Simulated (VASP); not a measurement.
## TeW2: single point with PBE

The system is TeW2.

```
CELL_PARAMETERS angstrom
0.00000 3.10894 3.10894
3.10894 0.00000 3.10894
3.10894 3.10894 0.00000
ATOMIC_POSITIONS crystal
Te 0.00000 0.00000 0.00000
W 0.25000 0.25000 0.25000
W 0.75000 0.75000 0.75000
```

```json
{
  "Program": "VASP 6.6.1",
  "Task": "single point",
  "Functional": "PBE",
  "Potentials or basis": "VASP PAW PBE potentials, release 64 (Te, W_sv)",
  "Cutoff": "520 eV",
  "k mesh": "7 × 7 × 7",
  "Occupations": "fermi-dirac, width 0.05 eV",
  "Spin": "no spin polarisation"
}
```

```
Pressure               : 2.5 GPa
Band gap on the k mesh : zero (bands 17 and 18 overlap by 2.00 eV)
```

Levels at points of the mesh, in eV from the Fermi level:
| k point | band 14 | band 15 | band 16 | band 17 | band 18 | band 19 | band 20 | band 21 |
| --- | --- | --- | --- | --- | --- | --- | --- | --- |
| (0.00, 0.00, 0.00) | -3.32 | -0.70 | 1.53 | 1.53 | 1.53 | 3.66 | 3.66 | 4.15 |

Wall time 20 s on 1 thread of Intel(R) Xeon(R) 6975P-C (Granite Rapids), with other jobs on the host, peak memory 0.2 GiB.

Caveat: spin-orbit coupling is left out, which moves the levels of the heavy elements.
